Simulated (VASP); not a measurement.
# CoO (Fm-3m) in VASP: a series of runs, part 2 of 3

VASP 6.6.1.

**3. Single point, PBE, collinear spin, ferromagnetic start**

Input file INCAR:

```
PREC = Accurate
ENCUT = 520
EDIFF = 1E-6
ISMEAR = 0
SIGMA = 0.012
LREAL = False
LASPH = True
NELM = 150
ALGO = Normal
ISIF = 2
LWAVE = False
LCHARG = False
ISPIN = 2
MAGMOM = 2 0
LORBIT = 11
LMAXMIX = 4
GGA = PE
NBANDS = 18
```

Input file KPOINTS:

```
Automatic mesh
0
Gamma
  11 11 11
```

Input file POSCAR:

```
CoO
1.0
    0.0000000000      2.1315000000      2.1315000000
    2.1315000000      0.0000000000      2.1315000000
    2.1315000000      2.1315000000      0.0000000000
Co O
1 1
Direct
    0.0000000000      0.0000000000      0.0000000000
    0.5000000000      0.5000000000      0.5000000000
```

Potentials or basis: VASP PAW PBE potentials, release 64 (Co, O).

Started as:

```bash
$ cat potpaw_PBE.64/Co/POTCAR potpaw_PBE.64/O/POTCAR > POTCAR
$ mpirun -np 1 vasp_std > vasp.out
```

OUTCAR:

```text
PREC = Accurate
   ENCUT = 520
   EDIFF = 1E-6
   ISMEAR = 0
   LREAL = False
   LASPH = True
   NELM = 150
   ISIF = 2
   ISPIN = 2
   LORBIT = 11
   GGA = PE

 ion  position               nearest neighbor table
   1  0.000  0.000  0.000-   2 2.13   2 2.13   2 2.13   2 2.13   2 2.13   2 2.13
   2  0.500  0.500  0.500-   1 2.13   1 2.13   1 2.13   1 2.13   1 2.13   1 2.13

  LATTYP: Found a face centered cubic cell.
 ALAT       =     4.2630000000

  Lattice vectors:

 A1 = (   0.0000000000,   2.1315000000,   2.1315000000)
 A2 = (   2.1315000000,   0.0000000000,   2.1315000000)
 A3 = (   2.1315000000,   2.1315000000,   0.0000000000)

Analysis of symmetry for initial positions (statically):
[... 25 lines left out ...]
The dynamic configuration has the point symmetry O_h .

Analysis of structural, dynamic, and magnetic symmetry:
=====================================================================
 Subroutine PRICEL returns:
[... 7 lines left out ...]
 out of a pool of 48 trial point group operations.

The overall configuration has the point symmetry O_h .

 Subroutine INISYM returns: Found 48 space group operations
[... 5 lines left out ...]
                                     Primitive cell

  volume of cell :      19.3681

  direct lattice vectors                    reciprocal lattice vectors
     0.000000000  2.131500000  2.131500000    -0.234576589  0.234576589  0.234576589
     2.131500000  0.000000000  2.131500000     0.234576589 -0.234576589  0.234576589
     2.131500000  2.131500000  0.000000000     0.234576589  0.234576589 -0.234576589

  length of vectors
     3.014396208  3.014396208  3.014396208     0.406298571  0.406298571  0.406298571

  position of ions in fractional coordinates (direct lattice)
     0.000000000  0.000000000  0.000000000
     0.500000000  0.500000000  0.500000000

  ion indices of the primitive-cell ions
   primitive index   ion index
                 1           1
                 2           2

----------------------------------------------------------------------------------------

 KPOINTS: Automatic mesh

Automatic generation of k-mesh.
 Grid dimensions read from file:
 generate k-points for:   11   11   11

 Generating k-lattice:

  Cartesian coordinates                     Fractional coordinates (reciprocal lattice)
    -0.021325144  0.021325144  0.021325144     0.090909091  0.000000000  0.000000000
     0.021325144 -0.021325144  0.021325144     0.000000000  0.090909091  0.000000000
     0.021325144  0.021325144 -0.021325144     0.000000000  0.000000000  0.090909091

  Length of vectors
     0.036936234  0.036936234  0.036936234

  Shift w.r.t. Gamma in fractional coordinates (k-lattice)
     0.000000000  0.000000000  0.000000000

 Subroutine IBZKPT returns following result:
 ===========================================

 Found     56 irreducible k-points:

 Following reciprocal coordinates:
            Coordinates               Weight
  0.000000  0.000000  0.000000      1.000000
  0.090909  0.000000  0.000000      8.000000
  0.181818  0.000000  0.000000      8.000000
  0.272727  0.000000  0.000000      8.000000
  0.363636  0.000000  0.000000      8.000000
  0.454545  0.000000  0.000000      8.000000
[... 16 lines left out ...]
 -0.272727  0.181818  0.000000     24.000000
 -0.181818  0.181818  0.000000     12.000000
 [... further k-points ...]
   k-points           NKPTS =     56   k-points in BZ     NKDIM =     56   number of bands    NBANDS=     18
   number of dos      NEDOS =    301   number of ions     NIONS =      2
   total plane-waves  NPLWV =  13824
   dimension x,y,z NGX =    24 NGY =   24 NGZ =   24
   dimension x,y,z NGXF=    48 NGYF=   48 NGZF=   48
   ions per type =               1   1
   NGX,Y,Z   is equivalent  to a cutoff of  13.24, 13.24, 13.24 a.u.
   NGXF,Y,Z  is equivalent  to a cutoff of  26.47, 26.47, 26.47 a.u.
 SYSTEM =  unknown system
   PREC   = accura    normal or accurate (medium, high low for compatibility)
   ISTART =      0    job   : 0-new  1-cont  2-samecut
   ICHARG =      2    charge: 1-file 2-atom 10-const
   ISPIN  =      2    spin polarized calculation?
   LNONCOLLINEAR =      F non collinear calculations
   LSORBIT =      F    spin-orbit coupling
   LASPH  =      T    aspherical Exc in radial PAW
   ENCUT  =  520.0 eV  38.22 Ry    6.18 a.u.   5.60  5.60  5.60*2*pi/ulx,y,z
   NELM   =    150;   NELMIN=  2; NELMDL= -5     # of ELM steps
   EDIFF  = 0.1E-05   stopping-criterion for ELM
   LREAL  =      F    real-space projection
   EDIFFG = 0.1E-04   stopping-criterion for IOM
   NSW    =      0    number of steps for IOM
   IBRION =     -1    ionic relax: 0-MD 1-quasi-New 2-CG
   NFREE  =      0    steps in history (QN), initial steepest desc. (CG)
   ISIF   =      2    stress and relaxation
   ISYM   =      2    0-nonsym 1-usesym 2-fastsym
   POTIM  = 0.5000    time-step for ionic-motion
   TEBEG  =    0.0;   TEEND  =   0.0 temperature during run
   PSTRESS=    0.0 pullay stress
   NELECT =      15.0000    total number of electrons
   NUPDOWN=      -1.0000    fix difference up-down
   EMIN   =  10.00;   EMAX   =-10.00  energy-range for DOS
   EFERMI =   0.00;   METHOD = LEGACY
   ISMEAR =     0;   SIGMA  =   0.01  broadening in eV -4-tet -1-fermi 0-gaus
   EFERMI_NEDOS =   21; number of points for ismear=-14 and -15
   IALGO  =     38    algorithm
   IMIX   =      4    mixing-type and parameters
     AMIX     =   0.40;   BMIX     =  1.00
     AMIX_MAG =   1.60;   BMIX_MAG =  1.00
  volume/ion in A,a.u.               =       9.68        65.35
  Fermi-wavevector in a.u.,A,eV,Ry     =   1.503407  2.841027 30.752334  2.260233
  Thomas-Fermi vector in A             =   2.614521
   LORBIT       =     11    0 simple, 1 ext, 2 COOP (PROOUT), +10 PAW based schemes
   GGA     = PE    functional components
   LHFCALC =     F    Hartree Fock is set to
   AEXX    =    0.0000 exact exchange contribution
   IVDW    =     0    specifies the selected vdW correction
   LEPSILON=     F    determine dielectric tensor
   LRPA    =     F    only Hartree local field effects (RPA)
 spin polarized calculation
 Gauss-broadening in eV      SIGMA  =   0.01
  energy-cutoff  :      520.00
  volume of cell :       19.37
 maximum number of plane-waves:       534
   NGX = 11   NGY = 11   NGZ = 11

 number of electron      15.0000007 magnetization       2.9251078

 Free energy of the ion-electron system (eV)
  ---------------------------------------------------
  ext. energy  EPLUGINS =         0.00000000
  ---------------------------------------------------
  free energy    TOTEN  =       -13.04531490 eV

  energy without entropy =      -13.04488151  energy(sigma->0) =      -13.04509820

 E-fermi :   7.8887     XC(G=0): -12.3956

 val. band max:        7.8885804548   @ k =  -0.4545   0.0909   0.0000
 cond. band min:       7.8897035399   @ k =  -0.1818   0.2727   0.0909
 fundamental gap:      0.0011230852
 Fermi energy:         7.8887222600

 spin component 1

 k-point     1 :       0.0000    0.0000    0.0000
  band No.  band energies     occupation
      1     -12.2956      1.00000
      2       4.6053      1.00000
      3       4.6054      1.00000
      4       4.7677      1.00000
      5       4.7677      1.00000
      6       4.7677      1.00000
[... 10 lines left out ...]
     17      29.2963      0.00000
     18      32.7814      0.00000
[... 466 lines left out ...]
      2       1.2730      1.00000
      3       2.3103      1.00000
      4       2.9305      1.00000
      5       5.1268      1.00000
      6       5.1361      1.00000
[... 10 lines left out ...]
     17      35.6115      0.00000
     18      37.4004      0.00000

 [... further k-points ...]

 spin component 2

 k-point     1 :       0.0000    0.0000    0.0000
  band No.  band energies     occupation
      1     -11.7840      1.00000
      2       5.3387      1.00000
      3       5.3387      1.00000
      4       5.3387      1.00000
      5       6.7817      1.00000
      6       6.7817      1.00000
[... 10 lines left out ...]
     17      30.2579      0.00000
     18      33.5950      0.00000
[... 466 lines left out ...]
      2       2.0179      1.00000
      3       3.7482      1.00000
      4       3.7569      1.00000
      5       7.1804      1.00000
      6       7.6240      1.00000
[... 10 lines left out ...]
     17      36.2261      0.00000
     18      37.9878      0.00000

 [... further k-points ...]
[... 5 lines left out ...]
  --------------------------------------------------------------------------------------
  -------------------------------------------------------------------------------------
  Total       -0.2995887     -0.2995887     -0.2995887      0.0000000     -0.0000000      0.0000000
  in kB      -24.7827825    -24.7827825    -24.7827825      0.0000000     -0.0000000      0.0000000
  external PRESSURE =     -24.7827825 kB  Pullay stress =       0.0000000 kB

 VOLUME and BASIS-vectors are now :
 -----------------------------------------------------------------------------
  energy-cutoff  :      520.00
  volume of cell :       19.37
      direct lattice vectors                 reciprocal lattice vectors
     0.000000000  2.131500000  2.131500000    -0.234576589  0.234576589  0.234576589
     2.131500000  0.000000000  2.131500000     0.234576589 -0.234576589  0.234576589
     2.131500000  2.131500000  0.000000000     0.234576589  0.234576589 -0.234576589

 POSITION                                       TOTAL-FORCE (eV/Angst)
 -----------------------------------------------------------------------------------
      0.00000      0.00000      0.00000         0.000000      0.000000      0.000000
      2.13150      2.13150      2.13150        -0.000000      0.000000      0.000000
 -----------------------------------------------------------------------------------
    total drift:                                0.000000     -0.000000     -0.000000

  FREE ENERGIE OF THE ION-ELECTRON SYSTEM (eV)
  ---------------------------------------------------
  free  energy   TOTEN  =       -13.0453148950 eV

  energy  without entropy=      -13.0448815110  energy(sigma->0) =      -13.04509820

 total charge

# of ion       s       p       d       tot
------------------------------------------
    1        0.293   0.355   7.141   7.788
    2        1.556   3.423   0.000   4.979
--------------------------------------------------
tot          1.849   3.777   7.141  12.767

 magnetization (x)

# of ion       s       p       d       tot
------------------------------------------
    1        0.021   0.018   2.532   2.570
    2        0.029   0.276   0.000   0.305
--------------------------------------------------
tot          0.049   0.294   2.532   2.875
```

OSZICAR:

```text
N       E                     dE             d eps       ncg     rms          rms(c)
DAV:   1     0.777046458394E+02    0.77705E+02   -0.65255E+03  4168   0.954E+02
DAV:   2    -0.104237455559E+02   -0.88128E+02   -0.76073E+02  4286   0.221E+02
DAV:   3    -0.153927672229E+02   -0.49690E+01   -0.48203E+01  4776   0.560E+01
DAV:   4    -0.154438972341E+02   -0.51130E-01   -0.51087E-01  4908   0.540E+00
DAV:   5    -0.154450594779E+02   -0.11622E-02   -0.11620E-02  4918   0.809E-01    0.169E+01
DAV:   6    -0.143533793115E+02    0.10917E+01   -0.17244E+01  5194   0.609E+01    0.205E+01
DAV:   7    -0.131682570200E+02    0.11851E+01   -0.73795E+00  5036   0.477E+01    0.829E+00
DAV:   8    -0.130605258580E+02    0.10773E+00   -0.42709E-01  5694   0.999E+00    0.410E+00
DAV:   9    -0.130717669655E+02   -0.11241E-01   -0.25604E-01  6036   0.807E+00    0.301E+00
DAV:  10    -0.130453963230E+02    0.26371E-01   -0.11798E-01  5900   0.646E+00    0.341E-01
DAV:  11    -0.130454630800E+02   -0.66757E-04   -0.13607E-02  5470   0.132E+00    0.343E-01
DAV:  12    -0.130452933873E+02    0.16969E-03   -0.13986E-03  5876   0.622E-01    0.411E-02
DAV:  13    -0.130453270898E+02   -0.33703E-04   -0.92457E-05  4996   0.976E-02    0.894E-02
DAV:  14    -0.130453154967E+02    0.11593E-04   -0.96408E-06  5106   0.379E-02    0.354E-02
DAV:  15    -0.130453147525E+02    0.74426E-06   -0.10707E-05  5964   0.575E-02    0.786E-03
DAV:  16    -0.130453148950E+02   -0.14257E-06   -0.14630E-06  3006   0.136E-02
   1 F= -.13045315E+02 E0= -.13045098E+02  d E =-.433384E-03  mag=     2.9256
```

Wall time 33 s (1 thread of Intel Xeon Platinum 8488C (Sapphire Rapids), shared host); peak memory 0.16 GiB.

What came out:

| Quantity | Value |
| --- | --- |
| Free energy | -13.0453 eV |
| Pressure | -2.5 GPa |
| Net moment | 2.93 μB per cell |
| Site moments | Co +2.57; O +0.30 μB |
| Valence electrons inside the program's atomic spheres | Co 7.79; O 4.98 |

Caveat: a cell with one magnetic atom can't hold antiferromagnetic order, which such compounds often take; semilocal functionals often make such compounds metallic where correlation or magnetic order opens a gap, which also shifts bond lengths. With open d or f shells a metallic result of PBE can be an artefact of self-interaction; +U or a hybrid may open a gap.

(Continued in part 3 of 3.)
